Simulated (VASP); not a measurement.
A run of VASP 6.6.1 is set up as follows.

The input INCAR:

```
PREC = Accurate
ENCUT = 520
EDIFF = 1E-7
ISMEAR = 0
SIGMA = 0.1
LREAL = F
LASPH = T
NELM = 60
ALGO = Normal
ISIF = 2
LWAVE = F
LCHARG = T
GGA = PS
LELF = T
LVHAR = T
NBANDS = 11
```

KPOINTS

```
Automatic mesh
0
Gamma
  18 18 18
```

File POSCAR:

```
Pd
1.0
    0.0000000000      1.9375230855      1.9375230855
    1.9375230855      0.0000000000      1.9375230855
    1.9375230855      1.9375230855      0.0000000000
Pd
1
Direct
    0.0000000000      0.0000000000      0.0000000000
```

Potentials or basis: VASP PAW PBE potentials, release 64 (Pd).

The run is started by

```bash
$ cat potpaw_PBE.64/Pd/POTCAR > POTCAR
$ mpirun -np 1 vasp_std > vasp.out
```

Q: Estimate the pressure.

A: -0.3 GPa.

Q: Predict the band gap on the k mesh.

A: Zero (bands 5 and 6 overlap by 1.62 eV).

Caveat: the PAW data sets were made with another functional, which shifts forces and pressure a little.
